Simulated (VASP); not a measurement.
# K8Ta9O24 (a cell with a defect) in VASP: single point with PBEsol

Aim: the single point of K8Ta9O24 (a cell with a defect) with PBEsol.

All numbers are computed with VASP 6.6.1; they aren't measurements. Logs are shortened: lines on timing, memory, paths and dates and some standing lists are left out, and cuts for length are marked.

### 1 The cell of the first run

The cell holds a defect, 41 atoms: a = 7.971 Å, b = 7.971 Å, c = 7.971 Å, α = 90.00°, β = 90.00°, γ = 90.00°.

### 2 Single point, PBEsol

The input, INCAR:

```
PREC = Accurate
ENCUT = 520
EDIFF = 1E-6
ISMEAR = -1
SIGMA = 0.05
LREAL = Auto
LASPH = T
NELM = 80
ALGO = Normal
ISIF = 2
LWAVE = F
LCHARG = F
GGA = PS
NELECT = 314.0
ISYM = 0
NBANDS = 184
```

The input, KPOINTS:

```
Automatic mesh
0
Gamma
  1 1 1
  0.25 0.25 0.25
```

The input, POSCAR:

```
K8Ta9O24
1.0
    7.9708780000      0.0000000000      0.0000000000
    0.0000000000      7.9708780000      0.0000000000
    0.0000000000      0.0000000000      7.9708780000
K Ta O
8 9 24
Direct
    0.9970430000      0.9975910000      0.9994560000
    0.9874200000      0.9873530000      0.4980560000
    0.9955120000      0.5029770000      0.9997340000
    0.9866860000      0.5090210000      0.4988180000
    0.5029670000      0.9963630000      0.9997930000
    0.5103690000      0.9860820000      0.4987570000
    0.5050580000      0.5052610000      0.9995380000
    0.5705040000      0.5759450000      0.4997480000
    0.2305680000      0.2305650000      0.2396850000
    0.2318290000      0.2323800000      0.7625710000
    0.2585370000      0.7444240000      0.2480790000
    0.2591870000      0.7447880000      0.7481990000
    0.7445220000      0.2587160000      0.2489570000
    0.7442010000      0.2593250000      0.7492160000
    0.7625790000      0.7623570000      0.2426270000
    0.7632780000      0.7630270000      0.7547240000
    0.3667080000      0.3623050000      0.4976990000
    0.2670450000      0.2683250000      0.0012630000
    0.1941890000      0.1966140000      0.5012720000
    0.2551130000      0.7148860000      0.9993430000
    0.2583360000      0.7614690000      0.5001330000
    0.7150640000      0.2555380000      0.9992680000
    0.7593720000      0.2581000000      0.4998640000
    0.7570310000      0.7562290000      0.9988290000
    0.7690890000      0.7689570000      0.4994530000
    0.9885210000      0.2505400000      0.2272280000
    0.9885080000      0.2498800000      0.7731730000
    0.0058460000      0.7478560000      0.2450520000
    0.0057490000      0.7476080000      0.7527190000
    0.4925410000      0.2472020000      0.2943060000
    0.4903150000      0.2458180000      0.7082760000
    0.5064660000      0.7515720000      0.2471010000
    0.5056340000      0.7516100000      0.7515200000
    0.2484300000      0.9887930000      0.2273770000
    0.2478510000      0.9890120000      0.7733370000
    0.2514100000      0.4925610000      0.2974080000
    0.2498890000      0.4898080000      0.7065380000
    0.7500920000      0.0055020000      0.2446700000
    0.7497370000      0.0054170000      0.7529190000
    0.7493780000      0.5065760000      0.2479450000
    0.7493190000      0.5058040000      0.7505060000
```

Potentials or basis: VASP PAW PBE potentials, release 64 (K_sv, Ta_pv, O).

On the command line:

```bash
$ cat potpaw_PBE.64/K_sv/POTCAR potpaw_PBE.64/Ta_pv/POTCAR potpaw_PBE.64/O/POTCAR > POTCAR
$ mpirun -np 1 vasp_std > vasp.out
```

OUTCAR:

```text
PREC = Accurate
   ENCUT = 520
   EDIFF = 1E-6
   ISMEAR = -1
   LREAL = Auto
   LASPH = T
   NELM = 80
   ISIF = 2
   GGA = PS
   NELECT = 314.0
   ISYM = 0

 ion  position               nearest neighbor table
   1  0.997  0.998  0.999-  35 2.69  27 2.70  34 2.71  24 2.71  26 2.71  38 2.77  39 2.78  28 2.79
                            29 2.80  10 3.25   9 3.25  15 3.28  16 3.28  13 3.51  11 3.51  14 3.52
   2  0.987  0.987  0.498-  19 2.35  25 2.46  38 2.77  28 2.78  39 2.78  29 2.79  21 2.81  23 2.82
                            15 3.25  16 3.25   9 3.43  10 3.47  13 3.52  11 3.52  12 3.52  14 3.53
   3  0.996  0.503  1.000-  20 2.67  27 2.71  26 2.71  28 2.76  29 2.77  24 2.77  40 2.79  41 2.79
                            18 2.86  15 3.39  16 3.40  13 3.43  14 3.43  10 3.43   9 3.45  11 3.47
   4  0.987  0.509  0.499-  36 2.65  37 2.68  23 2.70  25 2.70  40 2.75  41 2.76  29 2.78  28 2.78
                            17 3.25   8 3.36  16 3.38  15 3.38  13 3.42  14 3.42  12 3.49  11 3.49
   5  0.503  0.996  1.000-  22 2.67  35 2.72  34 2.72  32 2.77  38 2.77  33 2.78  39 2.78  24 2.79
                            18 2.87  15 3.39  16 3.40  11 3.43  10 3.43  12 3.44   9 3.44  13 3.47
   6  0.510  0.986  0.499-  30 2.65  31 2.66  21 2.69  25 2.69  32 2.74  33 2.75  39 2.79  38 2.79
                            17 3.21   8 3.30  16 3.37  15 3.37  12 3.41  11 3.43  13 3.49  14 3.49
   7  0.505  0.505  1.000-  20 2.60  22 2.60  18 2.68  40 2.78  41 2.78  32 2.78  33 2.79  24 2.83
                            11 3.38  14 3.38  13 3.38  12 3.39  15 3.49  16 3.50  10 3.61   9 3.64
   8  0.571  0.576  0.500-  25 2.21  17 2.35  33 2.50  32 2.51  41 2.52  40 2.52  16 2.95  15 2.96
                             6 3.30   4 3.36  12 3.45  11 3.47  14 3.50  13 3.51
   9  0.231  0.231  0.240-  34 1.93  26 1.94  18 1.95  19 2.12  30 2.14  36 2.14  17 2.55   1 3.25
                             2 3.43   5 3.44   3 3.45   4 3.60   6 3.61   7 3.64
  10  0.232  0.232  0.763-  18 1.94  35 1.95  27 1.95  37 2.10  31 2.11  19 2.12  17 2.59   1 3.25
                             3 3.43   5 3.43   2 3.47   7 3.61   4 3.62   6 3.63
  11  0.259  0.744  0.248-  34 1.96  32 1.98  20 2.00  21 2.01  28 2.01  36 2.05   7 3.38   6 3.43
                             5 3.43   8 3.47   3 3.47   4 3.49   1 3.51   2 3.52
  12  0.259  0.745  0.748-  35 1.96  33 1.97  21 1.98  20 2.02  29 2.02  37 2.06   7 3.39   6 3.41
                             5 3.44   8 3.45   3 3.49   4 3.49   2 3.52   1 3.53
  13  0.745  0.259  0.249-  26 1.95  40 1.98  23 2.00  22 2.00  38 2.02  30 2.04   7 3.38   4 3.42
                             3 3.43   5 3.47   6 3.49   8 3.51   1 3.51   2 3.52
  14  0.744  0.259  0.749-  27 1.96  41 1.97  23 1.99  22 2.01  39 2.02  31 2.05   7 3.38   4 3.42
                             3 3.43   5 3.48   6 3.49   8 3.50   1 3.52   2 3.53
  15  0.763  0.762  0.243-  38 1.94  28 1.94  24 1.94  40 2.04  32 2.04  25 2.05   8 2.96   2 3.25
                             1 3.28   6 3.37   4 3.38   3 3.39   5 3.39   7 3.49
  16  0.763  0.763  0.755-  39 1.94  29 1.94  24 1.95  25 2.04  41 2.05  33 2.06   8 2.95   2 3.25
                             1 3.28   6 3.37   4 3.38   3 3.40   5 3.40   7 3.50
  17  0.367  0.362  0.498-  19 1.91  36 2.11  30 2.12  31 2.16  37 2.16   8 2.35   9 2.55  10 2.59
                             6 3.21   4 3.25
  18  0.267  0.268  0.001-  10 1.94   9 1.95   7 2.68   3 2.86   5 2.87
  19  0.194  0.197  0.501-  17 1.91   9 2.12  10 2.12   2 2.35
  20  0.255  0.715  0.999-  11 2.00  12 2.02   7 2.60   3 2.67
  21  0.258  0.761  0.500-  12 1.98  11 2.01   6 2.69   2 2.81
  22  0.715  0.256  0.999-  13 2.00  14 2.01   7 2.60   5 2.67
  23  0.759  0.258  0.500-  14 1.99  13 2.00   4 2.70   2 2.82
  24  0.757  0.756  0.999-  15 1.94  16 1.95   1 2.71   3 2.77   5 2.79   7 2.83
  25  0.769  0.769  0.499-  16 2.04  15 2.05   8 2.21   2 2.46   6 2.69   4 2.70
  26  0.989  0.251  0.227-   9 1.94  13 1.95   3 2.71   1 2.71
  27  0.989  0.250  0.773-  10 1.95  14 1.96   1 2.70   3 2.71
  28  0.006  0.748  0.245-  15 1.94  11 2.01   3 2.76   2 2.78   4 2.78   1 2.79
  29  0.006  0.748  0.753-  16 1.94  12 2.02   3 2.77   4 2.78   2 2.79   1 2.80
  30  0.493  0.247  0.294-  13 2.04  17 2.12   9 2.14   6 2.65
  31  0.490  0.246  0.708-  14 2.05  10 2.11  17 2.16   6 2.66
  32  0.506  0.752  0.247-  11 1.98  15 2.04   8 2.51   6 2.74   5 2.77   7 2.78
  33  0.506  0.752  0.752-  12 1.97  16 2.06   8 2.50   6 2.75   5 2.78   7 2.79
  34  0.248  0.989  0.227-   9 1.93  11 1.96   1 2.71   5 2.72
  35  0.248  0.989  0.773-  10 1.95  12 1.96   1 2.69   5 2.72
  36  0.251  0.493  0.297-  11 2.05  17 2.11   9 2.14   4 2.65
  37  0.250  0.490  0.707-  12 2.06  10 2.10  17 2.16   4 2.68
  38  0.750  0.006  0.245-  15 1.94  13 2.02   2 2.77   5 2.77   1 2.77   6 2.79
  39  0.750  0.005  0.753-  16 1.94  14 2.02   2 2.78   5 2.78   1 2.78   6 2.79
  40  0.749  0.507  0.248-  13 1.98  15 2.04   8 2.52   4 2.75   7 2.78   3 2.79
  41  0.749  0.506  0.751-  14 1.97  16 2.05   8 2.52   4 2.76   7 2.78   3 2.79

IMPORTANT INFORMATION: All symmetrisations will be switched off!
NOSYMM: (Re-)initialisation of all symmetry stuff for point group C_1.

----------------------------------------------------------------------------------------

                                     Primitive cell

  volume of cell :     506.4289

  direct lattice vectors                    reciprocal lattice vectors
     7.970878000  0.000000000  0.000000000     0.125456694  0.000000000  0.000000000
     0.000000000  7.970878000  0.000000000     0.000000000  0.125456694  0.000000000
     0.000000000  0.000000000  7.970878000     0.000000000  0.000000000  0.125456694

  length of vectors
     7.970878000  7.970878000  7.970878000     0.125456694  0.125456694  0.125456694

  position of ions in fractional coordinates (direct lattice)
[... 103 lines left out ...]

  Shift w.r.t. Gamma in fractional coordinates (k-lattice)
     0.250000000  0.250000000  0.250000000

 Subroutine IBZKPT returns following result:
 ===========================================

 Found      4 irreducible k-points:

 Following reciprocal coordinates:
            Coordinates               Weight
  0.250000  0.250000  0.250000      2.000000
 -0.250000  0.250000  0.250000      2.000000
 -0.250000 -0.250000  0.250000      2.000000
  0.250000 -0.250000  0.250000      2.000000
   k-points           NKPTS =      4   k-points in BZ     NKDIM =      4   number of bands    NBANDS=    184
   number of dos      NEDOS =    301   number of ions     NIONS =     41
   total plane-waves  NPLWV = 216000
   dimension x,y,z NGX =    60 NGY =   60 NGZ =   60
   dimension x,y,z NGXF=   120 NGYF=  120 NGZF=  120
   ions per type =               8   9  24
   NGX,Y,Z   is equivalent  to a cutoff of  12.51, 12.51, 12.51 a.u.
   NGXF,Y,Z  is equivalent  to a cutoff of  25.03, 25.03, 25.03 a.u.
 SYSTEM =  unknown system
   PREC   = accura    normal or accurate (medium, high low for compatibility)
   ISTART =      0    job   : 0-new  1-cont  2-samecut
   ICHARG =      2    charge: 1-file 2-atom 10-const
   ISPIN  =      1    spin polarized calculation?
   LNONCOLLINEAR =      F non collinear calculations
   LSORBIT =      F    spin-orbit coupling
   LASPH  =      T    aspherical Exc in radial PAW
   ENCUT  =  520.0 eV  38.22 Ry    6.18 a.u.  14.82 14.82 14.82*2*pi/ulx,y,z
   NELM   =     80;   NELMIN=  2; NELMDL= -5     # of ELM steps
   EDIFF  = 0.1E-05   stopping-criterion for ELM
   LREAL  =      T    real-space projection
   EDIFFG = 0.1E-04   stopping-criterion for IOM
   NSW    =      0    number of steps for IOM
   IBRION =     -1    ionic relax: 0-MD 1-quasi-New 2-CG
   NFREE  =      0    steps in history (QN), initial steepest desc. (CG)
   ISIF   =      2    stress and relaxation
   ISYM   =      0    0-nonsym 1-usesym 2-fastsym
   POTIM  = 0.5000    time-step for ionic-motion
   TEBEG  =    0.0;   TEEND  =   0.0 temperature during run
   PSTRESS=    0.0 pullay stress
   NELECT =     314.0000    total number of electrons
   NUPDOWN=      -1.0000    fix difference up-down
   EMIN   =  10.00;   EMAX   =-10.00  energy-range for DOS
   EFERMI =   0.00;   METHOD = LEGACY
   ISMEAR =    -1;   SIGMA  =   0.05  broadening in eV -4-tet -1-fermi 0-gaus
   EFERMI_NEDOS =   21; number of points for ismear=-14 and -15
   IALGO  =     38    algorithm
   IMIX   =      4    mixing-type and parameters
     AMIX     =   0.40;   BMIX     =  1.00
     AMIX_MAG =   1.60;   BMIX_MAG =  1.00
  volume/ion in A,a.u.               =      12.35        83.35
  Fermi-wavevector in a.u.,A,eV,Ry     =   1.395978  2.638016 26.514413  1.948754
  Thomas-Fermi vector in A             =   2.519377
   LORBIT       =      0    0 simple, 1 ext, 2 COOP (PROOUT), +10 PAW based schemes
   GGA     = PS    functional components
   LHFCALC =     F    Hartree Fock is set to
   AEXX    =    0.0000 exact exchange contribution
   IVDW    =     0    specifies the selected vdW correction
   LEPSILON=     F    determine dielectric tensor
   LRPA    =     F    only Hartree local field effects (RPA)
 non-spin polarized calculation
  energy-cutoff  :      520.00
  volume of cell :      506.43
 maximum number of plane-waves:     13601
   NGX = 29   NGY = 29   NGZ = 29

 number of electron     313.9999978 magnetization

 Free energy of the ion-electron system (eV)
  ---------------------------------------------------
  ext. energy  EPLUGINS =         0.00000000
  ---------------------------------------------------
  free energy    TOTEN  =      -353.45384546 eV

  energy without entropy =     -353.42675164  energy(sigma->0) =     -353.44029855

 E-fermi :   4.8259     XC(G=0): -11.3477

 val. band max:        4.6711016688   @ k =   0.2500  -0.2500   0.2500
 cond. band min:       5.0187141943   @ k =  -0.2500  -0.2500   0.2500
 fundamental gap:      0.3476125254
 Fermi energy:         4.8258980804

 k-point     1 :       0.2500    0.2500    0.2500
  band No.  band energies     occupation
      1     -31.9562      2.00000
      2     -31.9448      2.00000
      3     -31.8923      2.00000
      4     -31.8887      2.00000
      5     -31.8821      2.00000
      6     -31.8750      2.00000
[... 677 lines left out ...]
    168       6.7498      0.00000
    169       6.7827      0.00000
 [bands above 169 left out]

------------------------ aborting loop because EDIFF is reached ----------------------------------------

  FORCE on cell =-STRESS in cart. coord.  units (eV):
  Direction    XX          YY          ZZ          XY          YZ          ZX
  --------------------------------------------------------------------------------------
  -------------------------------------------------------------------------------------
  Total       17.5342267     17.4670082      3.2263902     10.1349847      0.0565980      0.0188753
  in kB       55.4726244     55.2599670     10.2072556     32.0638151      0.1790579      0.0597154
  external PRESSURE =      40.3132823 kB  Pullay stress =       0.0000000 kB

 VOLUME and BASIS-vectors are now :
 -----------------------------------------------------------------------------
  energy-cutoff  :      520.00
  volume of cell :      506.43
      direct lattice vectors                 reciprocal lattice vectors
     7.970878000  0.000000000  0.000000000     0.125456694  0.000000000  0.000000000
     0.000000000  7.970878000  0.000000000     0.000000000  0.125456694  0.000000000
     0.000000000  0.000000000  7.970878000     0.000000000  0.000000000  0.125456694

 POSITION                                       TOTAL-FORCE (eV/Angst)
 -----------------------------------------------------------------------------------
      7.94731      7.95168      7.96654        -0.011493     -0.010436     -0.010398
      7.87060      7.87007      3.96994         0.005074     -0.001929      0.036910
      7.93510      4.00917      7.96876         0.002828      0.003721     -0.030899
      7.86475      4.05734      3.97602        -0.005884     -0.008886      0.033474
      4.00909      7.94189      7.96923         0.002256      0.006259     -0.027491
      4.06809      7.85994      3.97553        -0.014866     -0.013214      0.028234
[... 33 lines left out ...]
      5.97320      4.03786      1.97634         0.027586     -0.060206     -0.024303
      5.97273      4.03170      5.98219         0.012934      0.065690      0.032841
 -----------------------------------------------------------------------------------
    total drift:                                0.019121      0.037904     -0.014122

  FREE ENERGIE OF THE ION-ELECTRON SYSTEM (eV)
  ---------------------------------------------------
  free  energy   TOTEN  =      -353.4538454561 eV

  energy  without entropy=     -353.4267516388  energy(sigma->0) =     -353.44029855
```

It took 10 min on 1 thread of Intel Xeon Platinum 8259CL at 2.50GHz (Skylake/Cascade Lake), shared host; peak memory 0.62 GiB.

Results:

| Quantity | Value |
| --- | --- |
| Free energy | -353.4538 eV |
| Largest force | 0.432 eV/Å |

Forces on the atoms (eV/Å):
```
K   -0.011 -0.010 -0.010
K    0.005 -0.002  0.037
K    0.003  0.004 -0.031
K   -0.006 -0.009  0.033
K    0.002  0.006 -0.027
K   -0.015 -0.013  0.028
K    0.004  0.005 -0.012
K   -0.005 -0.009 -0.047
Ta   0.022  0.036 -0.129
Ta  -0.072 -0.082 -0.037
Ta   0.027 -0.080  0.005
Ta  -0.037 -0.044  0.022
Ta  -0.088  0.025 -0.027
Ta  -0.022 -0.043  0.008
Ta  -0.070 -0.065  0.055
Ta  -0.055 -0.054 -0.020
Ta   0.105  0.084  0.410
O    0.001  0.001 -0.012
O   -0.029 -0.034 -0.055
O   -0.005  0.010  0.076
O    0.004  0.002 -0.093
O    0.009 -0.003  0.074
O    0.003  0.006 -0.069
O   -0.013 -0.006  0.041
O    0.041  0.035 -0.052
O    0.027  0.008  0.019
O   -0.011  0.012  0.013
O    0.070  0.002  0.002
O    0.035  0.016  0.027
O   -0.062 -0.023 -0.053
O    0.039  0.052 -0.089
O   -0.068  0.025 -0.034
O    0.065  0.013  0.036
O    0.011  0.014  0.015
O    0.012 -0.004  0.011
O   -0.024 -0.052 -0.070
O    0.046  0.068 -0.089
O    0.006  0.067  0.007
O    0.015  0.038  0.029
O    0.028 -0.060 -0.024
O    0.013  0.066  0.033
```

Levels at points of the mesh, in eV from the Fermi level:
```csv
k point,band 154,band 155,band 156,band 157,band 158,band 159,band 160,band 161
"(0.25, 0.25, 0.25)",-3.16,-3.04,-0.93,-0.22,0.19,0.23,0.39,0.41
```

Caveat: the cell carries a net charge on a neutralising background, which shifts energy and pressure; the cell is charged against a uniform background, so pressure and absolute levels hang on convention; the PAW data sets were made with another functional, which shifts forces and pressure a little; spin-orbit coupling is left out, which moves the levels of the heavy elements.
